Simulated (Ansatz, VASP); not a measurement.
# One calculation of Zn, two programs

INCAR

```
PREC = Accurate
ENCUT = 520
EDIFF = 1E-8
ISMEAR = -1
SIGMA = 0.03
LREAL = False
LASPH = True
NELM = 80
ALGO = Normal
ISIF = 2
LWAVE = False
LCHARG = False
GGA = PE
LEFG = True
NBANDS = 19
```

File KPOINTS:

```
regular mesh
0
Gamma
  18 18 8
```

The input POSCAR:

```
Zn
1.0
    2.6647980532      0.0199859854      0.0000000000
   -1.3150906555      2.2977898173      0.0000000000
    0.0000000000      0.0000000000      4.9467000000
Zn
2
Direct
    0.3333333333      0.6666666667      0.2500000000
    0.6666666667      0.3333333333      0.7500000000
```

Input for Ansatz:

```yaml
crystal:
  lattice:
    - [2.6647980532, 0.0199859854, 0.0]
    - [-1.3150906555, 2.2977898173, 0.0]
    - [0.0, 0.0, 4.9467]
  atoms:
    - { symbol: Zn, position: [0.3333333333, 0.6666666667, 0.25] }
    - { symbol: Zn, position: [0.6666666667, 0.3333333333, 0.75] }
kpoints:
  mp_grid: { grid: [18, 18, 8] }
scf:
  occupations: { method: fermi_dirac, width: 0.03 }
hamiltonian:
  xc: pbe
  pseudopotentials: { kind: paw }
output:
  forces: true
  stress: true
  eigenvalues: true
  efg: { contact_densities: true }
```

Change from the starting cell: xy shear strain of +1.5 %, PAW files.

Alike in both runs: task electric field gradients; functional PBE; k mesh 18 × 18 × 8; occupations fermi-dirac, width 0.03 eV; no spin polarisation.

```csv
,VASP,Ansatz
version,VASP 6.6.1,Ansatz 0.2.0
potentials or method,"VASP PAW PBE potentials, release 64 (Zn)","PAW with Ansatz's default frozen-core files, scalar-relativistic"
plane-wave cutoff (eV),520,420
valence electrons in the cell,24,24
```

VASP gave:

- pressure (GPa): 0.0
- traceless stress, the component that is largest in VASP (GPa): 0.60
- rms of the force components (eV/Å): 0.004
- size of Vzz on the site where it differs most (V/Å²): 35.4

Q: Which values does Ansatz return?

A: Pressure (GPa): -0.3; traceless stress, the component that is largest in VASP (GPa): 0.73; rms of the force components (eV/Å): 0.004; size of Vzz on the site where it differs most (V/Å²): 35.2.

Atom by atom the forces differ by 0.001 eV/Å (rms over components).
